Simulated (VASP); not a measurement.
# Mg in VASP: further runs

The runs below take Mg through single point, with PBE.

Program: VASP 6.6.1. These are calculated values, not measurements. Logs are shortened: lines on timing, memory, paths and dates and some standing lists are left out, and cuts for length are marked.

**1. The cell of the first run**

The structure is monoclinic, space group C2/m (No. 12). The conventional cell has a = 4.512 Å, b = 4.425 Å, c = 3.211 Å, α = 90.00°, β = 133.99°, γ = 90.00°. Mg (site symmetry 2/m) has 12 Mg at 3.16 to 3.25 Å within 4.2 Å.

The cell was built from a structure type or drawn by symmetry, and may not be a known phase.

**2. Single point, PBE**

Contents of INCAR:

```
PREC     = Accurate       # precision mode
ENCUT    = 520            # plane-wave cutoff, eV
EDIFF    = 1E-6           # SCF threshold, eV
ISMEAR   = 0              # smearing method
SIGMA    = 0.1            # smearing width, eV
LREAL    = F              # projectors in reciprocal space
LASPH    = T              # aspherical terms in the spheres
NELM     = 60             # most SCF steps
ALGO     = Normal         # electronic algorithm
ISIF     = 2              # what is computed and relaxed
LWAVE    = F              # write WAVECAR
LCHARG   = F              # write CHGCAR
GGA      = PE             # functional
NBANDS   = 7              # bands
```

Contents of KPOINTS:

```
Automatic mesh
0
Gamma
  6 6 8
```

Contents of POSCAR:

```
Mg
1.0
    2.2449027877     -2.2124578189     -0.5462949307
    2.2449027877      2.2124578189     -0.5462949307
   -1.6871716831      0.0000000000      2.7320913937
Mg
1
Direct
    0.5000000000      0.5000000000      0.5000000000
```

Potentials or basis: VASP PAW PBE potentials, release 64 (Mg).

Command:

```console
cat potpaw_PBE.64/Mg/POTCAR > POTCAR
mpirun -np 1 vasp_std > vasp.out
```

OUTCAR:

```text
PREC = Accurate
   ENCUT = 520
   EDIFF = 1E-6
   ISMEAR = 0
   LREAL = F
   LASPH = T
   NELM = 60
   ISIF = 2
   GGA = PE

 ion  position               nearest neighbor table
   1  0.500  0.500  0.500-

  Warning from LATTYP: Got some problem with cell dimensions!
  Tried to take original basis but could not verify dimensions!
  LATTYP: Found a base centered monoclinic cell.
 ALAT       =     4.5116605203
 B/A-ratio  =     0.9807731805
 C/A-ratio  =     0.7117234530
 COS(beta)  =    -0.6945181465

  Lattice vectors:

 A1 = (  -0.5577311046,   2.2124578189,  -2.1857964630)
 A2 = (  -0.5577311046,  -2.2124578189,  -2.1857964630)
 A3 = (  -1.6871716831,   0.0000000000,   2.7320913937)

Analysis of symmetry for initial positions (statically):
=====================================================================
 Subroutine PRICEL returns:
 Original cell was already a primitive cell.

 Routine SETGRP: Setting up the symmetry group for a
 base centered monoclinic supercell.

 Subroutine GETGRP returns: Found  4 space group operations
 (whereof  4 operations were pure point group operations)
 out of a pool of  4 trial point group operations.

The static configuration has the point symmetry C_2h.

Analysis of symmetry for dynamics (positions and initial velocities):
=====================================================================
 Subroutine PRICEL returns:
 Original cell was already a primitive cell.

 Routine SETGRP: Setting up the symmetry group for a
 base centered monoclinic supercell.

 Subroutine GETGRP returns: Found  4 space group operations
 (whereof  4 operations were pure point group operations)
 out of a pool of  4 trial point group operations.

The dynamic configuration has the point symmetry C_2h.

 Subroutine INISYM returns: Found  4 space group operations
 (whereof  4 operations are pure point group operations),
 and found     1 'primitive' translations

----------------------------------------------------------------------------------------

                                     Primitive cell

  volume of cell :      23.0608

  direct lattice vectors                    reciprocal lattice vectors
     2.244902788 -2.212457819 -0.546294931     0.262117066 -0.225993009  0.161867386
     2.244902788  2.212457819 -0.546294931     0.262117066  0.225993009  0.161867386
[... 76 lines left out ...]
   ICHARG =      2    charge: 1-file 2-atom 10-const
   ISPIN  =      1    spin polarized calculation?
   LNONCOLLINEAR =      F non collinear calculations
   LSORBIT =      F    spin-orbit coupling
   LASPH  =      T    aspherical Exc in radial PAW
   ENCUT  =  520.0 eV  38.22 Ry    6.18 a.u.   5.95  5.95  5.97*2*pi/ulx,y,z
   NELM   =     60;   NELMIN=  2; NELMDL= -5     # of ELM steps
   EDIFF  = 0.1E-05   stopping-criterion for ELM
   LREAL  =      F    real-space projection
   EDIFFG = 0.1E-04   stopping-criterion for IOM
   NSW    =      0    number of steps for IOM
   IBRION =     -1    ionic relax: 0-MD 1-quasi-New 2-CG
   NFREE  =      0    steps in history (QN), initial steepest desc. (CG)
   ISIF   =      2    stress and relaxation
   ISYM   =      2    0-nonsym 1-usesym 2-fastsym
   POTIM  = 0.5000    time-step for ionic-motion
   TEBEG  =    0.0;   TEEND  =   0.0 temperature during run
   PSTRESS=    0.0 pullay stress
   NELECT =       2.0000    total number of electrons
   NUPDOWN=      -1.0000    fix difference up-down
   EMIN   =  10.00;   EMAX   =-10.00  energy-range for DOS
   EFERMI =   0.00;   METHOD = LEGACY
   ISMEAR =     0;   SIGMA  =   0.10  broadening in eV -4-tet -1-fermi 0-gaus
   EFERMI_NEDOS =   21; number of points for ismear=-14 and -15
   IALGO  =     38    algorithm
   IMIX   =      4    mixing-type and parameters
     AMIX     =   0.40;   BMIX     =  1.00
     AMIX_MAG =   1.60;   BMIX_MAG =  1.00
  volume/ion in A,a.u.               =      23.06       155.62
  Fermi-wavevector in a.u.,A,eV,Ry     =   0.724647  1.369384  7.144601  0.525113
  Thomas-Fermi vector in A             =   1.815169
   LORBIT       =      0    0 simple, 1 ext, 2 COOP (PROOUT), +10 PAW based schemes
   GGA     = PE    functional components
   LHFCALC =     F    Hartree Fock is set to
   AEXX    =    0.0000 exact exchange contribution
   IVDW    =     0    specifies the selected vdW correction
   LEPSILON=     F    determine dielectric tensor
   LRPA    =     F    only Hartree local field effects (RPA)
 non-spin polarized calculation
 Gauss-broadening in eV      SIGMA  =   0.10
  energy-cutoff  :      520.00
  volume of cell :       23.06
 maximum number of plane-waves:       631
   NGX = 11   NGY = 11   NGZ = 11

 number of electron       2.0000000 magnetization

 Free energy of the ion-electron system (eV)
  ---------------------------------------------------
  ext. energy  EPLUGINS =         0.00000000
  ---------------------------------------------------
  free energy    TOTEN  =        -1.48502667 eV

  energy without entropy =       -1.48399931  energy(sigma->0) =       -1.48451299

 E-fermi :   2.6482     XC(G=0):  -8.4783

 val. band max:        2.5268023575   @ k =   0.3333   0.1667   0.2500
 cond. band min:       2.6547872968   @ k =   0.5000   0.5000   0.0000
 fundamental gap:      0.1279849393
 Fermi energy:         2.6481623086

 k-point     1 :       0.0000    0.0000    0.0000
  band No.  band energies     occupation
      1      -4.3033      2.00000
      2      14.7023      0.00000
      3      15.0395      0.00000
      4      15.0892      0.00000
      5      16.7059      0.00000
      6      16.7544      0.00000
      7      17.0362      0.00000
[... 221 lines left out ...]
 k-point    24 :      -0.1667    0.1667    0.1250
  band No.  band energies     occupation
      1      -2.9920      2.00000
      2       8.9988      0.00000
      3      10.1864      0.00000
      4      15.6089      0.00000
      5      15.9195      0.00000
      6      17.2348      0.00000
      7      17.8952      0.00000

 [... further k-points ...]
[... 5 lines left out ...]
  --------------------------------------------------------------------------------------
  -------------------------------------------------------------------------------------
  Total       -0.0486011     -0.0335496      0.0229400      0.0000000      0.0000000      0.0178696
  in kB       -3.3766150     -2.3308992      1.5937851      0.0000000      0.0000000      1.2415085
  external PRESSURE =      -1.3712430 kB  Pullay stress =       0.0000000 kB

 VOLUME and BASIS-vectors are now :
 -----------------------------------------------------------------------------
  energy-cutoff  :      520.00
  volume of cell :       23.06
      direct lattice vectors                 reciprocal lattice vectors
     2.244902788 -2.212457819 -0.546294931     0.262117066 -0.225993009  0.161867386
     2.244902788  2.212457819 -0.546294931     0.262117066  0.225993009  0.161867386
    -1.687171683  0.000000000  2.732091394     0.104823158  0.000000000  0.430752305

 POSITION                                       TOTAL-FORCE (eV/Angst)
 -----------------------------------------------------------------------------------
      1.40132      0.00000      0.81975         0.000000      0.000000      0.000000
 -----------------------------------------------------------------------------------
    total drift:                               -0.000000      0.000000      0.000000

  FREE ENERGIE OF THE ION-ELECTRON SYSTEM (eV)
  ---------------------------------------------------
  free  energy   TOTEN  =        -1.4850266681 eV

  energy  without entropy=       -1.4839993119  energy(sigma->0) =       -1.48451299
```

Wall time 6.5 s (1 thread of Intel Xeon 8259CL, shared host); peak memory 0.14 GiB.

Results:

- Free energy: -1.4850 eV
- Pressure: -0.1 GPa
- Band gap on the k mesh: zero (bands 1 and 2 overlap by 2.51 eV)

**3. Single point, PBE**

This run uses another cell than the first one: it holds 4 atoms, not 1.

Contents of INCAR:

```
SYSTEM = Mg
  PREC = Accurate
  ENCUT = 520
  EDIFF = 1E-6
  ISMEAR = 0
  SIGMA = 0.2
  LREAL = .False.
  LASPH = .True.
  NELM = 100
  ALGO = Fast
  ISIF = 2
  LWAVE = .False.
  LCHARG = .False.
  GGA = PE
  NBANDS = 12
```

Contents of KPOINTS:

```
Automatic mesh
0
Gamma
  6 4 4
  0 0 0
```

Contents of POSCAR:

```
Mg
1.0
    2.2274804443      2.2792378827      0.0000000000
    2.2274804443     -2.2792378827      4.5566345567
    2.2274804443     -2.2792378827     -4.5566345567
Mg
4
Direct
    0.0000000000      0.0000000000      0.0000000000
    0.5000000000      0.5000000000      1.0000000000
    0.5000000000      0.0000000000      0.5000000000
    0.0000000000      0.5000000000      0.5000000000
```

Potentials or basis: VASP PAW PBE potentials, release 64 (Mg).

Command:

```console
cat potpaw_PBE.64/Mg/POTCAR > POTCAR
mpirun -np 1 vasp_std > vasp.out
```

OUTCAR:

```text
SYSTEM = Mg
   PREC = Accurate
   ENCUT = 520
   EDIFF = 1E-6
   ISMEAR = 0
   LREAL = .False.
   LASPH = .True.
   NELM = 100
   ISIF = 2
   GGA = PE

 ion  position               nearest neighbor table
   1  0.000  0.000  0.000-   2 3.19   3 3.19   3 3.19   2 3.19   4 3.19   4 3.19   2 3.22   3 3.22
                             2 3.22   3 3.22
   2  0.500  0.500  0.000-   1 3.19   4 3.19   4 3.19   1 3.19   3 3.19   3 3.19   1 3.22   4 3.22
                             1 3.22   4 3.22
   3  0.500  0.000  0.500-   1 3.19   4 3.19   1 3.19   4 3.19   2 3.19   2 3.19   1 3.22   4 3.22
                             4 3.22   1 3.22
   4  0.000  0.500  0.500-   2 3.19   3 3.19   2 3.19   3 3.19   1 3.19   1 3.19   2 3.22   3 3.22
                             3 3.22   2 3.22

  LATTYP: Found a base centered monoclinic cell.
 ALAT       =     6.3738824764
 B/A-ratio  =     1.4297830478
 C/A-ratio  =     0.5000000000
 COS(beta)  =    -0.0229659850

  Lattice vectors:

 A1 = (   2.2274804443,  -2.2792378827,   4.5566345567)
 A2 = (   2.2274804443,  -2.2792378827,  -4.5566345567)
 A3 = (   2.2274804443,   2.2792378827,   0.0000000000)

Analysis of symmetry for initial positions (statically):
=====================================================================
 Subroutine PRICEL returns following result:

  LATTYP: Found a face centered orthorhombic cell.
 ALAT       =     4.4549608886
 B/A-ratio  =     1.0228225726
 C/A-ratio  =     1.0232358666

  Lattice vectors:

 A1 = (   0.0000000000,  -2.2792378827,  -2.2783172783)
 A2 = (  -2.2274804443,  -2.2792378827,  -0.0000000000)
 A3 = (  -2.2274804443,   0.0000000000,  -2.2783172783)

   4 primitive cells build up your supercell.

 Routine SETGRP: Setting up the symmetry group for a
 base centered monoclinic supercell.

 Subroutine GETGRP returns: Found  4 space group operations
 (whereof  4 operations were pure point group operations)
 out of a pool of  4 trial point group operations.

The static configuration has the point symmetry C_2h.

Analysis of symmetry for dynamics (positions and initial velocities):
=====================================================================
[... 149 lines left out ...]
   LEPSILON=     F    determine dielectric tensor
   LRPA    =     F    only Hartree local field effects (RPA)
 non-spin polarized calculation
 RMM-DIIS sequential band-by-band and
 Gauss-broadening in eV      SIGMA  =   0.20
  energy-cutoff  :      520.00
  volume of cell :       92.54
 maximum number of plane-waves:      2508
   NGX = 11   NGY = 21   NGZ = 21

 number of electron       8.0000000 magnetization

 Free energy of the ion-electron system (eV)
  ---------------------------------------------------
  ext. energy  EPLUGINS =         0.00000000
  ---------------------------------------------------
  free energy    TOTEN  =        -5.99432993 eV

  energy without entropy =       -5.96494333  energy(sigma->0) =       -5.97963663

 E-fermi :   2.5502     XC(G=0):  -8.4684

 val. band max:        2.3757202799   @ k =   0.3333  -0.0000  -0.0000
 cond. band min:       2.5623372659   @ k =   0.5000   0.5000   0.5000
 fundamental gap:      0.1866169860
 Fermi energy:         2.5501844517

 k-point     1 :       0.0000    0.0000    0.0000
  band No.  band energies     occupation
      1      -4.3061      2.00000
      2       0.8918      2.00000
      3       0.8918      2.00000
      4       1.2973      2.00000
      5       1.2973      2.00000
      6       2.2726      1.95031
      7       3.2637      0.00000
      8       8.7436      0.00000
      9       9.5616      0.00000
     10       9.6429      0.00000
     11      12.3973      0.00000
     12      13.6023      0.00000
[... 331 lines left out ...]
 k-point    24 :       0.5000    0.5000    0.2500
  band No.  band energies     occupation
      1       0.4905      2.00000
      2       0.5696      2.00000
      3       1.2936      2.00000
      4       1.5329      2.00000
      5       2.2661      1.95543
      6       2.3437      1.85580
      7       4.8275      0.00000
      8       5.1989      0.00000
      9       6.4160      0.00000
     10       6.6194      0.00000
     11       9.5531      0.00000
     12       9.8879      0.00000

 [... further k-points ...]
[... 5 lines left out ...]
  --------------------------------------------------------------------------------------
  -------------------------------------------------------------------------------------
  Total        0.1125444     -0.1113473     -0.3897516      0.3855430      0.0000000      0.0000000
  in kB        1.9486174     -1.9278905     -6.7482438      6.6753740      0.0000000      0.0000000
  external PRESSURE =      -2.2425056 kB  Pullay stress =       0.0000000 kB

 VOLUME and BASIS-vectors are now :
 -----------------------------------------------------------------------------
  energy-cutoff  :      520.00
  volume of cell :       92.54
      direct lattice vectors                 reciprocal lattice vectors
     2.227480444  2.279237883  0.000000000     0.224468862  0.219371573  0.000000000
     2.227480444 -2.279237883  4.556634557     0.112234431 -0.109685787  0.109730108
     2.227480444 -2.279237883 -4.556634557     0.112234431 -0.109685787 -0.109730108

 POSITION                                       TOTAL-FORCE (eV/Angst)
 -----------------------------------------------------------------------------------
      0.00000      0.00000      0.00000        -0.000000      0.000000      0.000000
      2.22748      0.00000      2.27832         0.000000     -0.000000     -0.000000
      2.22748      0.00000     -2.27832         0.000000      0.000000      0.000000
      2.22748     -2.27924      0.00000        -0.000000      0.000000     -0.000000
 -----------------------------------------------------------------------------------
    total drift:                                0.000000     -0.000000     -0.000000

  FREE ENERGIE OF THE ION-ELECTRON SYSTEM (eV)
  ---------------------------------------------------
  free  energy   TOTEN  =        -5.9943299331 eV

  energy  without entropy=       -5.9649433286  energy(sigma->0) =       -5.97963663
```

OSZICAR:

```text
N       E                     dE             d eps       ncg     rms          rms(c)
DAV:   1     0.349166015756E+01    0.34917E+01   -0.26264E+03   816   0.478E+02
DAV:   2    -0.574287752860E+01   -0.92345E+01   -0.88543E+01   980   0.533E+01
DAV:   3    -0.602242787357E+01   -0.27955E+00   -0.27507E+00  1072   0.731E+00
DAV:   4    -0.602397006013E+01   -0.15422E-02   -0.15417E-02   948   0.617E-01
DAV:   5    -0.602398515921E+01   -0.15099E-04   -0.15099E-04  1024   0.659E-02    0.132E+00
RMM:   6    -0.601001297466E+01    0.13972E-01   -0.14256E-03   822   0.298E-01    0.841E-01
RMM:   7    -0.599429520721E+01    0.15718E-01   -0.59103E-03   846   0.556E-01    0.451E-02
RMM:   8    -0.599433032676E+01   -0.35120E-04   -0.20568E-04   891   0.107E-01    0.109E-02
RMM:   9    -0.599433025034E+01    0.76411E-07   -0.22442E-05   935   0.337E-02    0.180E-03
RMM:  10    -0.599432993315E+01    0.31720E-06   -0.32755E-06   922   0.114E-02
   1 F= -.59943299E+01 E0= -.59796366E+01  d E =-.293866E-01
```

stdout:

```text
POSCAR found type information on POSCAR Mg
 POSCAR found :  1 types and       4 ions
 scaLAPACK will be used
 LDA part: xc-table for (Slater+PW92), standard interpolation
 POSCAR, INCAR and KPOINTS ok, starting setup
 FFT: planning ... GRIDC
 FFT: planning ... GRID_SOFT
 FFT: planning ... GRID
 WAVECAR not read
 entering main loop
```

Run time: 24 s. Hardware: 1 thread of Intel Xeon 8259CL, shared host; peak memory 0.2 GiB.

Results:

| Property | Result |
| --- | --- |
| Free energy | -5.9943 eV |
| Pressure | -0.2 GPa |
| Band gap on the k mesh | zero (bands 4 and 5 overlap by 2.61 eV) |

Levels at points of the mesh, in eV from the Fermi level:
| k point | band 1 | band 2 | band 3 | band 4 | band 5 | band 6 | band 7 | band 8 |
| --- | --- | --- | --- | --- | --- | --- | --- | --- |
| (0.00, 0.00, 0.00) | -6.86 | -1.66 | -1.66 | -1.25 | -1.25 | -0.28 | 0.71 | 6.19 |
| (0.50, 0.00, 0.00) | -3.21 | -3.21 | 1.35 | 1.35 | 1.64 | 1.64 | 2.02 | 2.02 |
| (0.00, 0.50, 0.00) | -5.48 | -5.48 | -1.97 | -1.97 | 1.61 | 1.61 | 4.96 | 4.96 |
| (0.50, 0.50, 0.00) | -1.97 | -1.97 | -1.81 | -1.81 | 1.46 | 1.46 | 1.61 | 1.61 |
| (0.00, 0.50, 0.50) | -5.06 | -5.06 | -3.21 | -3.21 | 3.08 | 3.08 | 4.38 | 4.38 |
| (0.50, 0.50, 0.50) | -1.66 | -1.66 | -1.25 | -1.25 | -0.28 | 0.01 | 0.71 | 1.05 |

[end of part 1 of 2]
